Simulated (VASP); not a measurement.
The system is CdS.

```xyz
4
Lattice="4.1500 0.0000 0.0000 -2.0750 3.5940 0.0000 0.0000 0.0000 6.7370" Properties=species:S:1:pos:R:3 pbc="T T T"
Cd    0.0000    2.3960    0.0000
Cd    2.0750    1.1980    3.3685
S     0.0000    2.3960    2.5264
S     2.0750    1.1980    5.8949
```

- Program: VASP 6.6.1
- Task: relaxation of cell and atoms
- Functional: LDA
- Potentials or basis: VASP PAW LDA potentials, release 64 (Cd, S)
- Cutoff: 600 eV
- k mesh: 12 × 12 × 6
- Occupations: fermi-dirac, width 0.1 eV
- Spin: no spin polarisation

At the start: pressure -2.7 GPa; volume 25.12 Å³/atom.

**Question.** Where does the relaxation end?

**Answer.** Over 13 steps the energy falls by 9.8 meV/atom and the volume is 24.04 Å³/atom (-4.3 %); space group P6_3mc (No. 186, to 0.1 Å) before and after.

The path:
| step | energy change (eV) | largest force (eV/Å) | pressure (GPa) | volume (Å³) |
| --- | --- | --- | --- | --- |
| 1 | 0.0000 | 0.0637 | -2.69 | 100.48 |
| 2 | -0.0332 | 0.0046 | 1.23 | 94.47 |
| 3 | -0.0393 | 0.0183 | 0.02 | 96.10 |
| 4 | -0.0393 | 0.0193 | -0.05 | 96.18 |
| 5 | -0.0394 | 0.0008 | -0.06 | 96.20 |
| 6 | -0.0394 | 0.0023 | -0.06 | 96.20 |
| 7 | -0.0394 | 0.0041 | -0.06 | 96.20 |
| 8 | -0.0394 | 0.0026 | -0.05 | 96.20 |
| 9 | -0.0394 | 0.0020 | -0.05 | 96.20 |
| 10 | -0.0394 | 0.0019 | -0.05 | 96.20 |
| 11 | -0.0394 | 0.0013 | 0.02 | 96.10 |
| 12 | -0.0394 | 0.0015 | 0.02 | 96.12 |
| 13 | -0.0394 | 0.0017 | 0.00 | 96.14 |

Final structure:
```
Cd S
1.0
     4.08335    0.00000    0.00000
    -2.04167    3.53628    0.00000
     0.00000    0.00000    6.65812
Cd S
2 2
Direct
  0.33333 0.66667 0.99956
  0.66667 0.33333 0.49956
  0.33333 0.66667 0.37544
  0.66667 0.33333 0.87544
```
